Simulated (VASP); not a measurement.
System: SnSe, a slab with vacuum.

```
CELL_PARAMETERS angstrom
4.28533 0.00000 0.00000
0.00000 4.28533 0.00000
0.00000 0.00000 10.99069
ATOMIC_POSITIONS crystal
Sn 0.50000 0.00000 0.37223
Sn 0.00000 0.50000 0.62777
Se 0.50000 0.00000 0.61604
Se 0.00000 0.50000 0.38396
```

Base run:

```yaml
Program: VASP 6.6.1
Functional: r2SCANh
Potentials_or_basis: VASP PAW PBE potentials, release 64 (Sn_d, Se)
Cutoff: 440 eV
k_mesh: 4 × 4 × 2
Occupations: gaussian, width 0.01 eV
Spin: no spin polarisation
```

Its results: band gap on the k mesh 2.34 eV (least direct gap 2.36 eV); largest force 0.146 eV/Å.

Question: The run is repeated on the same cell with these changes: functional from r2SCANh to PBE0; cutoff from 440 eV to 400 eV; share of exact exchange from 0.1 to 0.25. What comes out?

Answer: Band gap on the k mesh 2.82 eV; largest force 0.101 eV/Å.

Caveats: there is no dipole correction, which matters where the two faces differ; the PAW data sets were made with another functional, which shifts forces and pressure a little; spin-orbit coupling is left out, which moves the levels of the heavy elements.

A k mesh can miss the band edges.
